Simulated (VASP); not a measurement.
A run of VASP 6.6.1 is set up as follows.

Contents of INCAR:

```
SYSTEM = SiGe
PREC = Accurate
ENCUT = 520
EDIFF = 1E-7
ISMEAR = 0
SIGMA = 0.02
LREAL = .FALSE.
LASPH = .TRUE.
NELM = 80
ALGO = Normal
ISIF = 2
LWAVE = .FALSE.
LCHARG = .FALSE.
GGA = PS
NBANDS = 26
```

Contents of KPOINTS:

```
Automatic mesh
0
G
  12 12 6
  0 0 0
```

The input POSCAR:

```
SiGe
1.0
    3.8225849689      0.0000000000      0.0000000000
   -1.9112924845      3.3104556912      0.0000000000
    0.0000000000      0.0000000000      6.3145249195
Si Ge
2 2
Direct
    0.6666666667      0.3333333333      0.8744069757
    0.3333333333      0.6666666667      0.3744069757
    0.6666666667      0.3333333333      0.5005920243
    0.3333333333      0.6666666667      0.0005920243
```

Potentials or basis: VASP PAW PBE potentials, release 64 (Si, Ge_d).

Run with:

```bash
$ cat potpaw_PBE.64/Si/POTCAR potpaw_PBE.64/Ge_d/POTCAR > POTCAR
$ mpirun -np 1 vasp_std > vasp.out
```

Q: Estimate the largest force.

A: 0.003 eV/Å.

Q: Estimate the pressure.

A: 5.6 GPa.

Q: Estimate the band gap on the k mesh.

A: 0.24 eV, indirect (least direct gap 0.57 eV).

Stress tensor (GPa, compression positive):
```
5.54 0.00 0.00
0.00 5.54 0.00
0.00 0.00 5.73
```

Caveat: the cell differs from its parent crystal (equal strain along all axes, cell held: -2.0 %, then relaxed in part); the PAW data sets were made with another functional, which shifts forces and pressure a little. A k mesh can miss the band edges.
